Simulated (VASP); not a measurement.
# Ir (Fm-3m) in VASP: settings compared

Aim: see how the results for Ir move with the level of theory and the settings. Levels: PBEsol-based screened hybrid with 25 % exact exchange, PBE-based screened hybrid with 25 % exact exchange, r2SCANh. Tasks: single point, relaxation of cell and atoms.

Everything below comes from runs of VASP 6.6.1. Logs are shortened: lines on timing, memory, paths and dates and some standing lists are left out, and cuts for length are marked.

### Step 1. The cell of the first run

It takes space group Fm-3m (No. 225, cubic). Conventional cell: a = 3.831 Å, b = 3.831 Å, c = 3.831 Å, α = 90.00°, β = 90.00°, γ = 90.00°. Within 3.6 Å of Ir (site symmetry m-3m) lie 12 Ir at 2.71 Å.

### Step 2. Single point, PBEsol-based screened hybrid with 25 % exact exchange

Contents of POSCAR:

```
Ir
1.0
    0.0000000000      1.9156000000      1.9156000000
    1.9156000000      0.0000000000      1.9156000000
    1.9156000000      1.9156000000      0.0000000000
Ir
1
Direct
    0.0000000000      0.0000000000      0.0000000000
```

Contents of INCAR.step1:

```
PREC = Accurate
ENCUT = 520
EDIFF = 1E-5
ISMEAR = -1
SIGMA = 0.05
LREAL = F
LASPH = T
NELM = 80
ALGO = Normal
ISIF = 2
LWAVE = T
NBANDS = 10
GGA = PE
```

Contents of INCAR.step2:

```
PREC = Accurate
ENCUT = 520
EDIFF = 1E-6
ISMEAR = -1
SIGMA = 0.05
LREAL = F
LASPH = T
NELM = 80
ALGO = Normal
ISIF = 2
LWAVE = F
LCHARG = T
GGA = PS
LHFCALC = T
AEXX = 0.25
HFSCREEN = 0.207
PRECFOCK = Normal
LELF = T
LVHAR = T
NBANDS = 10
ISTART = 1
```

Contents of KPOINTS:

```
Automatic mesh
0
Gamma
  6 6 6
```

Potentials or basis: VASP PAW PBE potentials, release 64 (Ir).

The run is started by

```console
> cat potpaw_PBE.64/Ir/POTCAR > POTCAR
> cp INCAR.step1 INCAR
> mpirun -np 1 vasp_std > vasp.out
> cp INCAR.step2 INCAR
> mpirun -np 1 vasp_std > vasp.out
```

OUTCAR:

```text
PREC = Accurate
   ENCUT = 520
   EDIFF = 1E-6
   ISMEAR = -1
   LREAL = F
   LASPH = T
   NELM = 80
   ISIF = 2
   GGA = PS
   LHFCALC = T
   AEXX = 0.25
   HFSCREEN = 0.207
   PRECFOCK = Normal
   ISTART = 1

 ion  position               nearest neighbor table
   1  0.000  0.000  0.000-

  LATTYP: Found a face centered cubic cell.
 ALAT       =     3.8312000000

  Lattice vectors:

 A1 = (   0.0000000000,   1.9156000000,   1.9156000000)
 A2 = (   1.9156000000,   0.0000000000,   1.9156000000)
 A3 = (   1.9156000000,   1.9156000000,   0.0000000000)

Analysis of symmetry for initial positions (statically):
=====================================================================
 Subroutine PRICEL returns:
 Original cell was already a primitive cell.

 Routine SETGRP: Setting up the symmetry group for a
 face centered cubic supercell.

 Subroutine GETGRP returns: Found 48 space group operations
 (whereof 48 operations were pure point group operations)
 out of a pool of 48 trial point group operations.

The static configuration has the point symmetry O_h .

Analysis of symmetry for dynamics (positions and initial velocities):
=====================================================================
 Subroutine PRICEL returns:
 Original cell was already a primitive cell.

 Routine SETGRP: Setting up the symmetry group for a
 face centered cubic supercell.

 Subroutine GETGRP returns: Found 48 space group operations
 (whereof 48 operations were pure point group operations)
 out of a pool of 48 trial point group operations.

The dynamic configuration has the point symmetry O_h .

 Subroutine INISYM returns: Found 48 space group operations
 (whereof 48 operations are pure point group operations),
 and found     1 'primitive' translations

----------------------------------------------------------------------------------------

                                     Primitive cell

  volume of cell :      14.0587

  direct lattice vectors                    reciprocal lattice vectors
     0.000000000  1.915600000  1.915600000    -0.261014826  0.261014826  0.261014826
     1.915600000  0.000000000  1.915600000     0.261014826 -0.261014826  0.261014826
     1.915600000  1.915600000  0.000000000     0.261014826  0.261014826 -0.261014826

  length of vectors
     2.709067500  2.709067500  2.709067500     0.452090940  0.452090940  0.452090940

  position of ions in fractional coordinates (direct lattice)
     0.000000000  0.000000000  0.000000000

  ion indices of the primitive-cell ions
   primitive index   ion index
                 1           1

----------------------------------------------------------------------------------------

 KPOINTS: Automatic mesh

Automatic generation of k-mesh.
 Grid dimensions read from file:
 generate k-points for:    6    6    6

 Generating k-lattice:

  Cartesian coordinates                     Fractional coordinates (reciprocal lattice)
    -0.043502471  0.043502471  0.043502471     0.166666667  0.000000000  0.000000000
     0.043502471 -0.043502471  0.043502471     0.000000000  0.166666667  0.000000000
     0.043502471  0.043502471 -0.043502471     0.000000000  0.000000000  0.166666667

  Length of vectors
     0.075348490  0.075348490  0.075348490

  Shift w.r.t. Gamma in fractional coordinates (k-lattice)
     0.000000000  0.000000000  0.000000000

 Subroutine IBZKPT returns following result:
 ===========================================

 Found     16 irreducible k-points:

 Following reciprocal coordinates:
            Coordinates               Weight
  0.000000  0.000000  0.000000      1.000000
  0.166667  0.000000  0.000000      8.000000
  0.333333  0.000000  0.000000      8.000000
  0.500000  0.000000  0.000000      4.000000
  0.166667  0.166667  0.000000      6.000000
  0.333333  0.166667  0.000000     24.000000
[... 8 lines left out ...]
 -0.333333  0.333333  0.166667     24.000000
 -0.333333  0.500000  0.166667     12.000000
   k-points           NKPTS =     16   k-points in BZ     NKDIM =    216   number of bands    NBANDS=     10
   number of dos      NEDOS =    301   number of ions     NIONS =      1
   total plane-waves  NPLWV =   8000
   dimension x,y,z NGX =    20 NGY =   20 NGZ =   20
   dimension x,y,z NGXF=    40 NGYF=   40 NGZF=   40
   ions per type =               1
   NGX,Y,Z   is equivalent  to a cutoff of  12.27, 12.27, 12.27 a.u.
   NGXF,Y,Z  is equivalent  to a cutoff of  24.55, 24.55, 24.55 a.u.
 SYSTEM =  unknown system
   PREC   = accura    normal or accurate (medium, high low for compatibility)
   ISTART =      1    job   : 0-new  1-cont  2-samecut
   ICHARG =      0    charge: 1-file 2-atom 10-const
   ISPIN  =      1    spin polarized calculation?
   LNONCOLLINEAR =      F non collinear calculations
   LSORBIT =      F    spin-orbit coupling
   LASPH  =      T    aspherical Exc in radial PAW
   ENCUT  =  520.0 eV  38.22 Ry    6.18 a.u.   5.04  5.04  5.04*2*pi/ulx,y,z
   NELM   =     80;   NELMIN=  2; NELMDL=  0     # of ELM steps
   EDIFF  = 0.1E-05   stopping-criterion for ELM
   LREAL  =      F    real-space projection
   EDIFFG = 0.1E-04   stopping-criterion for IOM
   NSW    =      0    number of steps for IOM
   IBRION =     -1    ionic relax: 0-MD 1-quasi-New 2-CG
   NFREE  =      0    steps in history (QN), initial steepest desc. (CG)
   ISIF   =      2    stress and relaxation
   ISYM   =      3    0-nonsym 1-usesym 2-fastsym
   POTIM  = 0.5000    time-step for ionic-motion
   TEBEG  =    0.0;   TEEND  =   0.0 temperature during run
   PSTRESS=    0.0 pullay stress
   NELECT =       9.0000    total number of electrons
   NUPDOWN=      -1.0000    fix difference up-down
   EMIN   =  10.00;   EMAX   =-10.00  energy-range for DOS
   EFERMI =   0.00;   METHOD = LEGACY
   ISMEAR =    -1;   SIGMA  =   0.05  broadening in eV -4-tet -1-fermi 0-gaus
   EFERMI_NEDOS =   21; number of points for ismear=-14 and -15
   IALGO  =     38    algorithm
   IMIX   =      1    mixing-type and parameters
     AMIX     =   0.40;   BMIX     =  1.00
     AMIX_MAG =   1.60;   BMIX_MAG =  1.00
  volume/ion in A,a.u.               =      14.06        94.87
  Fermi-wavevector in a.u.,A,eV,Ry     =   1.410937  2.666284 27.085691  1.990742
  Thomas-Fermi vector in A             =   2.532839
   LORBIT       =      0    0 simple, 1 ext, 2 COOP (PROOUT), +10 PAW based schemes
   GGA     = PS    functional components
   LHFCALC =     T    Hartree Fock is set to
   PRECFOCK=normal    Normal, Fast or Accurate (Low or Medium for compatibility)
   ENCUT4O =  -1.0   cutoff for four orbital integrals eV
   NKREDX  =     1    reduce k-point grid by
   NKREDY  =     1    reduce k-point grid by
   NKREDZ  =     1    reduce k-point grid by
   AEXX    =    0.2500 exact exchange contribution
   HFSCREEN=    0.2070 screening length (either q_TF or 0.3 A-1)
   HFSCREENC=   0.2070 screening length for correlation (either q_TF or 0.3 A-1)
   ENCUTFOCK=  -1.0 apply spherical cutoff to Coloumb kernel
   IVDW    =     0    specifies the selected vdW correction
   LEPSILON=     F    determine dielectric tensor
   LRPA    =     F    only Hartree local field effects (RPA)
 non-spin polarized calculation
  energy-cutoff  :      520.00
  volume of cell :       14.06
 maximum number of plane-waves:       388
  NGX = 16; NGY = 16; NGZ = 16

 number of electron       9.0000000 magnetization

 Free energy of the ion-electron system (eV)
  ---------------------------------------------------
  ext. energy  EPLUGINS =         0.00000000
  ---------------------------------------------------
  free energy    TOTEN  =       -10.74214576 eV

  energy without entropy =      -10.73251859  energy(sigma->0) =      -10.73733218

 E-fermi :   9.5470     XC(G=0): -11.4528

 val. band max:        9.4656686979   @ k =   0.5000   0.3333   0.1667
 cond. band min:       9.7480527873   @ k =   0.3333   0.0000   0.0000
 fundamental gap:      0.2823840894
 Fermi energy:         9.5470437514

 k-point     1 :       0.0000    0.0000    0.0000
  band No.  band energies     occupation
      1      -2.3190      2.00000
      2       5.4499      2.00000
      3       5.4499      2.00000
      4       5.4499      2.00000
      5       8.2924      2.00000
      6       8.2925      2.00000
      7      25.5360      0.00000
      8      31.3742      0.00000
      9      31.3742      0.00000
     10      31.3742      0.00000

 k-point     2 :       0.1667    0.0000    0.0000
  band No.  band energies     occupation
      1      -1.0418      2.00000
      2       4.9514      2.00000
      3       5.8928      2.00000
      4       5.8928      2.00000
      5       8.2083      2.00000
      6       8.2084      2.00000
      7      27.1940      0.00000
      8      27.6911      0.00000
      9      33.3829      0.00000
     10      33.3829      0.00000

 k-point     3 :       0.3333    0.0000    0.0000
  band No.  band energies     occupation
      1       0.7827      2.00000
      2       5.6000      2.00000
      3       5.6000      2.00000
      4       6.0584      2.00000
      5       9.7481      0.03527
      6       9.7481      0.03526
      7      22.5090      0.00000
      8      26.8149      0.00000
      9      34.3128      0.00000
     10      34.3128      0.00000

 k-point     4 :       0.5000    0.0000    0.0000
  band No.  band energies     occupation
      1       0.8711      2.00000
      2       5.2180      2.00000
      3       5.2180      2.00000
      4       9.0930      1.99977
      5      11.1138      0.00000
      6      11.1138      0.00000
      7      18.4138      0.00000
      8      25.0309      0.00000
      9      31.3474      0.00000
     10      31.3474      0.00000
[... 118 lines left out ...]
 k-point    14 :       0.5000    0.3333    0.1667
  band No.  band energies     occupation
      1       2.8547      2.00000
      2       3.4031      2.00000
      3       4.6495      2.00000
      4       8.3545      2.00000
      5       9.4657      1.67165
      6      13.4774      0.00000
      7      22.7956      0.00000
      8      25.2281      0.00000
      9      28.0589      0.00000
     10      34.6404      0.00000

 k-point    15 :      -0.3333    0.3333    0.1667
  band No.  band energies     occupation
      1       3.2789      2.00000
      2       3.3849      2.00000
      3       5.0849      2.00000
      4       7.6141      2.00000
      5      10.8493      0.00000
      6      17.6733      0.00000
      7      17.7241      0.00000
      8      24.7822      0.00000
      9      26.3750      0.00000
     10      33.1281      0.00000

 k-point    16 :      -0.3333    0.5000    0.1667
  band No.  band energies     occupation
      1       2.1438      2.00000
      2       2.9011      2.00000
      3       6.5027      2.00000
      4       8.6382      2.00000
      5      11.8332      0.00000
      6      17.6398      0.00000
      7      19.6944      0.00000
      8      21.7598      0.00000
      9      24.3999      0.00000
     10      36.4680      0.00000

------------------------ aborting loop because EDIFF is reached ----------------------------------------

  FORCE on cell =-STRESS in cart. coord.  units (eV):
  Direction    XX          YY          ZZ          XY          YZ          ZX
  --------------------------------------------------------------------------------------
  -------------------------------------------------------------------------------------
  Total       -0.5157279     -0.5157279     -0.5157279     -0.0000000      0.0000000      0.0000000
  in kB      -58.7742046    -58.7742046    -58.7742046     -0.0000000      0.0000000      0.0000000
  external PRESSURE =     -58.7742046 kB  Pullay stress =       0.0000000 kB

 VOLUME and BASIS-vectors are now :
 -----------------------------------------------------------------------------
  energy-cutoff  :      520.00
  volume of cell :       14.06
      direct lattice vectors                 reciprocal lattice vectors
     0.000000000  1.915600000  1.915600000    -0.261014826  0.261014826  0.261014826
     1.915600000  0.000000000  1.915600000     0.261014826 -0.261014826  0.261014826
     1.915600000  1.915600000  0.000000000     0.261014826  0.261014826 -0.261014826

 POSITION                                       TOTAL-FORCE (eV/Angst)
 -----------------------------------------------------------------------------------
      0.00000      0.00000      0.00000        -0.000000     -0.000000      0.000000
 -----------------------------------------------------------------------------------
    total drift:                               -0.000000     -0.000000     -0.000000

  FREE ENERGIE OF THE ION-ELECTRON SYSTEM (eV)
  ---------------------------------------------------
  free  energy   TOTEN  =       -10.7421457585 eV

  energy  without entropy=      -10.7325185928  energy(sigma->0) =      -10.73733218
```

Wall time 4.8 min (1 thread of AMD EPYC 7R13 (Zen 3), shared host); peak memory 0.21 GiB.

What came out:

```
Free energy            : -10.7421 eV
Pressure               : -5.9 GPa
Band gap on the k mesh : zero (an odd number of electrons rules out a gap without spin polarisation)
```

Caveat: the k points lie up to 0.47 Å⁻¹ apart, too coarse for converged energies and pressures of a metal; the PAW data sets were made with another functional, which shifts forces and pressure a little; spin-orbit coupling is left out, which moves the levels of the heavy elements.

### Step 3. Relaxation of cell and atoms, PBE-based screened hybrid with 25 % exact exchange

POSCAR is that of step 2.

Contents of INCAR.step1:

```
PREC = Accurate
ENCUT = 600
EDIFF = 1E-5
ISMEAR = -1
SIGMA = 0.05
LREAL = False
LASPH = True
NELM = 80
ALGO = Normal
LWAVE = True
LCHARG = False
GGA = PE
NBANDS = 10
```

Contents of INCAR.step2:

```
PREC = Accurate
ENCUT = 600
EDIFF = 1E-7
ISMEAR = -1
SIGMA = 0.05
LREAL = False
LASPH = True
NELM = 80
ALGO = Normal
ISIF = 3
LWAVE = False
LCHARG = False
GGA = PE
LHFCALC = True
AEXX = 0.25
HFSCREEN = 0.3
PRECFOCK = Normal
IBRION = 2
NSW = 60
EDIFFG = -0.01
ISTART = 1
```

KPOINTS is that of step 2.

Potentials or basis: VASP PAW PBE potentials, release 64 (Ir).

The run is started by

```console
> cat potpaw_PBE.64/Ir/POTCAR > POTCAR
> cp INCAR.step1 INCAR
> mpirun -np 1 vasp_std > vasp.out
> cp INCAR.step2 INCAR
> mpirun -np 1 vasp_std > vasp.out
```

It took 27 min on 1 thread of AMD EPYC 7R13 (Zen 3), shared host; peak memory 0.24 GiB.

It converged, with:

* Free energy: -9.8207 eV
* Relaxed volume: 14.13 Å³/atom
* Relaxed cell: a = 2.714 Å, b = 2.714 Å, c = 2.714 Å, α = 60.00°, β = 60.00°, γ = 60.00°
* Space group after relaxing (to 0.1 Å): Fm-3m (No. 225)
* Energy gained by relaxing: 0.5 meV/atom
* Ionic steps: 3
* Pressure after relaxing: 0.0 GPa
* Band gap on the k mesh: zero (an odd number of electrons rules out a gap without spin polarisation)

The path:
```csv
step,energy change (eV),largest force (eV/Å),pressure (GPa),volume (Å³)
1,0.0000,0.0000,2.08,14.06
2,0.0070,0.0000,-7.78,14.43
3,-0.0005,0.0000,-0.01,14.13
```

Final structure:
```xyz
1
Lattice="0.0000 1.9190 1.9190 1.9190 0.0000 1.9190 1.9190 1.9190 0.0000" Properties=species:S:1:pos:R:3 pbc="T T T"
Ir    0.0000    0.0000    0.0000
```

Levels at points of the mesh, in eV from the Fermi level:
```csv
k point,band 2,band 3,band 4,band 5,band 6,band 7
"(0.00, 0.00, 0.00)",-3.93,-3.93,-3.93,-1.16,-1.16,15.82
"(0.50, 0.00, 0.00)",-4.16,-4.16,-0.37,1.45,1.45,8.66
"(0.50, 0.50, 0.00)",-7.69,1.17,2.15,2.15,2.32,12.09
```

Caveat: the k points lie up to 0.47 Å⁻¹ apart in the final cell, too coarse for converged energies and pressures of a metal; the PAW data sets were made with another functional, which shifts forces and pressure a little; spin-orbit coupling is left out, which moves the levels of the heavy elements. Zero-point motion and thermal expansion aren't in these numbers.

(Continued in part 2 of 2.)

The gap in the log of VASP goes by the Fermi energy; the results here count the filled bands.